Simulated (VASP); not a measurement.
Input of a VASP 6.6.1 run:

File INCAR:

```
ALGO = Normal
EDIFF = 1E-6
ENCUT = 520
GGA = PE
ISIF = 2
ISMEAR = -1
LASPH = T
LCHARG = T
LELF = T
LREAL = Auto
LVHAR = T
LWAVE = F
NBANDS = 78
NELM = 60
PREC = Accurate
SIGMA = 0.1896
```

File KPOINTS:

```
Automatic mesh
0
Gamma
  2 2 2
  0.5 0.5 0.5
```

File POSCAR:

```
SrO
1.0
   -2.1932833425      3.7988781846      5.2895660542
   -2.1932833425      3.7988781846     -5.2895660542
   -6.5798500275     -3.7988781846      0.0000000000
Sr O
8 8
Direct
    0.9575772894      0.0160382389      0.3227912902
    0.4629619989      0.5403551151      0.3529251088
    0.7282447659      0.7987093363      0.8205708307
    0.2229796906      0.2806099379      0.8237025515
    0.4566004292      0.0450226216      0.1670813945
    0.9439517482      0.5212645226      0.1743359735
    0.2064279311      0.7704063312      0.6713427610
    0.7257039225      0.2867433393      0.6898643991
    0.7479178028      0.2564553703      0.3103209103
    0.2233215205      0.7290611166      0.3367816922
    0.4759664177     -0.0070495752      0.8395531018
    0.9921127084      0.4879751340      0.7771224220
    0.7103503317      0.7589214238      0.1824913528
    0.1859183416      0.2515384694      0.1546006762
    0.4914855921      0.5382130547      0.6601484976
    0.9727227053      0.0063765159      0.6698831993
```

Potentials or basis: VASP PAW PBE potentials, release 64 (Sr_sv, O).

Command:

```sh
$ cat potpaw_PBE.64/Sr_sv/POTCAR potpaw_PBE.64/O/POTCAR > POTCAR
$ mpirun -np 1 vasp_std > vasp.out
```

Q: What does it give for the largest force?

A: 2.026 eV/Å.

Q: What does it give for the band gap on the k mesh?

A: 3.19 eV, indirect (least direct gap 3.36 eV).

Forces on the atoms (eV/Å):
```
Sr  -0.381 -0.288 -0.015
Sr   0.980  0.162  0.553
Sr  -0.074 -1.478 -0.004
Sr  -0.015 -0.267  0.387
Sr   0.272 -0.446  0.804
Sr  -0.085  0.678  0.873
Sr   0.165  0.811  0.431
Sr   1.972 -0.463  0.031
O   -0.094 -1.070 -0.905
O   -0.190  0.338 -1.463
O   -0.425  0.480 -0.846
O   -1.649  0.092 -0.644
O    0.292  0.525  0.076
O   -0.123  0.706  0.544
O   -0.524 -0.632  0.381
O   -0.124  0.851 -0.204
```

Caveat: forces of over 1 eV/Å act on the atoms, so gaps and moduli don't describe the material at rest. A k mesh can miss the band edges.
